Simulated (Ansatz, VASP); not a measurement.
**Two plane-wave programs on W3C**

```xyz
4
Lattice="2.7318 0.0000 0.0000 -0.9106 2.5755 0.0000 0.0000 0.0000 21.3159" Properties=species:S:1:pos:R:3 pbc="T T T"
W     0.9106    1.2878    4.0000
W     0.0000    0.0000    6.1580
W     0.9106    1.2878    8.3159
C     1.8212    2.5755   10.8459
```

Alike in both runs: task single point; functional PBEsol; k mesh 10 × 10 × 1; occupations gaussian, width 0.1 eV; no spin polarisation.

|  | VASP | Ansatz |
| --- | --- | --- |
| version | VASP 6.6.1 | Ansatz 0.2.0 |
| potentials or method | VASP PAW PBE potentials, release 64 (W_sv, C), cutoff 520 eV | scalar-relativistic, plane waves, PAW |
| valence electrons in the cell | 46 | 46 |

|  | VASP | Ansatz | Ansatz less VASP |
| --- | --- | --- | --- |
| gap on the k mesh at the Fermi level (eV) | none | none | - |
| rms of the force components (eV/Å) | 1.157 | 1.150 | -0.0073 |

VASP's potentials were made for PBE, not for PBEsol. Atom by atom the forces differ by 0.016 eV/Å (rms over components). A gap of «none» marks a metal or a gap that the smearing closes.

Spin-orbit coupling is off throughout.
